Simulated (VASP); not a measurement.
# Ga4As3P: single point with PBE

Crystal: Ga4As3P.

```
Ga P As
1.0
     4.01887    0.00000    0.00000
     0.00000    4.01887    0.00000
     0.00000    0.00000   11.37135
Ga P As
4 1 3
Direct
  0.50000 0.00000 0.88185
  0.00000 0.50000 0.11815
  0.50000 0.00000 0.37260
  0.00000 0.50000 0.62740
  0.00000 0.00000 0.00000
  0.50000 0.50000 0.24543
  0.00000 0.00000 0.50000
  0.50000 0.50000 0.75457
```

| Quantity | Value |
| --- | --- |
| Program | VASP 6.6.1 |
| Task | single point |
| Functional | PBE |
| Potentials or basis | VASP PAW PBE potentials, release 64 (Ga_d, P, As) |
| Cutoff | 520 eV |
| k mesh | 10 × 10 × 4 |
| Occupations | gaussian, width 0.02 eV |
| Spin | no spin polarisation |
| Dipole correction | no |
| Further INCAR settings | ALGO = Normal; EDIFF = 1e-06; NBANDS = 46 |

```json
{"Pressure": "0.2 GPa", "Largest force": "0.015 eV/Å", "Band gap on the k mesh": "0.47 eV"}
```

Forces on the atoms (eV/Å):
```
Ga   0.000  0.000  0.015
Ga   0.000  0.000 -0.015
Ga   0.000  0.000 -0.001
Ga   0.000  0.000  0.001
P    0.000  0.000  0.000
As   0.000  0.000  0.000
As   0.000  0.000  0.000
As   0.000  0.000  0.000
```

Levels at points of the mesh, in eV from the valence-band top:
| k point | band 32 | band 33 | band 34 | band 35 | band 36 | band 37 | band 38 | band 39 | band 40 | band 41 |
| --- | --- | --- | --- | --- | --- | --- | --- | --- | --- | --- |
| (0.00, 0.00, 0.00) | -1.48 | -1.48 | -0.03 | 0.00 | 0.00 | 0.47 | 1.55 | 1.56 | 2.05 | 2.14 |
| (0.50, 0.00, 0.00) | -1.11 | -1.09 | -1.03 | -0.98 | -0.95 | 1.01 | 1.01 | 2.58 | 2.83 | 4.55 |
| (0.50, 0.50, 0.00) | -3.18 | -2.60 | -2.55 | -2.55 | -2.50 | 1.44 | 1.69 | 1.69 | 1.69 | 4.45 |
| (0.00, 0.00, 0.50) | -1.89 | -0.72 | -0.72 | -0.51 | -0.51 | 1.41 | 1.56 | 2.15 | 2.34 | 2.35 |
| (0.50, 0.00, 0.50) | -2.20 | -1.57 | -1.00 | -0.98 | -0.98 | 1.92 | 2.10 | 2.10 | 2.14 | 4.45 |
| (0.50, 0.50, 0.50) | -2.95 | -2.95 | -2.93 | -2.85 | -2.83 | 2.44 | 2.58 | 2.64 | 2.73 | 2.73 |

It took 17 min on 1 thread of Intel Xeon 8259CL, on a shared host, peak memory 0.52 GiB.

Caveat: semilocal functionals underestimate gaps, and a narrow one can read as zero.
